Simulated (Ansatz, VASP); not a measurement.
## Two plane-wave programs on ZnS

File INCAR:

```
PREC     = Accurate       # precision mode
ENCUT    = 520            # plane-wave cutoff, eV
EDIFF    = 1E-6           # SCF threshold, eV
ISMEAR   = 0              # smearing method
SIGMA    = 0.05           # smearing width, eV
LREAL    = False          # projectors in reciprocal space
LASPH    = True           # aspherical terms in the spheres
NELM     = 80             # most SCF steps
ALGO     = Normal         # electronic algorithm
ISIF     = 2              # what is computed and relaxed
LWAVE    = False          # write WAVECAR
LCHARG   = False          # write CHGCAR
GGA      = PS             # functional
NBANDS   = 16             # bands
```

File KPOINTS:

```
Automatic mesh
0
Gamma
  10 10 10
```

The input POSCAR:

```
ZnS
1.0
    1.0472323728      3.2913017430      3.2913017430
    3.2913017430      1.0472323728      3.2913017430
    3.2913017430      3.2913017430      1.0472323728
Zn S
1 1
Direct
    0.0000000000      0.0000000000      0.0000000000
    0.7500000000      0.7500000000      0.7500000000
```

Input for Ansatz:

```yaml
crystal:
  lattice:
    - [1.0472323728, 3.291301743, 3.291301743]
    - [3.291301743, 1.0472323728, 3.291301743]
    - [3.291301743, 3.291301743, 1.0472323728]
  atoms:
    - { symbol: Zn, position: [0.0, 0.0, 0.0] }
    - { symbol: S, position: [0.75, 0.75, 0.75] }
basis:
  ecutwfc: 420
kpoints:
  mp_grid: { grid: [10, 10, 10] }
hamiltonian:
  xc: pbesol
scf:
  occupations: { method: gaussian, width: 0.05 }
output:
  forces: true
  stress: true
  eigenvalues: true
```

Alike in both runs: task single point; functional PBEsol; k mesh 10 × 10 × 10; occupations gaussian, width 0.05 eV; no spin polarisation.

|  | VASP | Ansatz |
| --- | --- | --- |
| version | VASP 6.6.1 | Ansatz 0.2.0 |
| potentials or method | VASP PAW PBE potentials, release 64 (Zn, S), cutoff 520 eV | scalar-relativistic, plane waves, PAW |
| valence electrons in the cell | 18 | 18 |

|  | VASP | Ansatz | Ansatz less VASP |
| --- | --- | --- | --- |
| gap on the k mesh at the Fermi level (eV) | none | none | - |
| pressure (GPa) | 19.7 | 19.4 | -0.23 |
| traceless stress, the component that is largest in VASP (GPa) | -10.76 | -10.73 | +0.034 |
| rms of the force components (eV/Å) | 0.802 | 0.786 | -0.0160 |

VASP's potentials were made for PBE, not for PBEsol. Atom by atom the forces differ by 0.016 eV/Å (rms over components). A gap of «none» marks a metal or a gap that the smearing closes. The functional is the same, so the differences come from potentials, cutoffs and numerics.
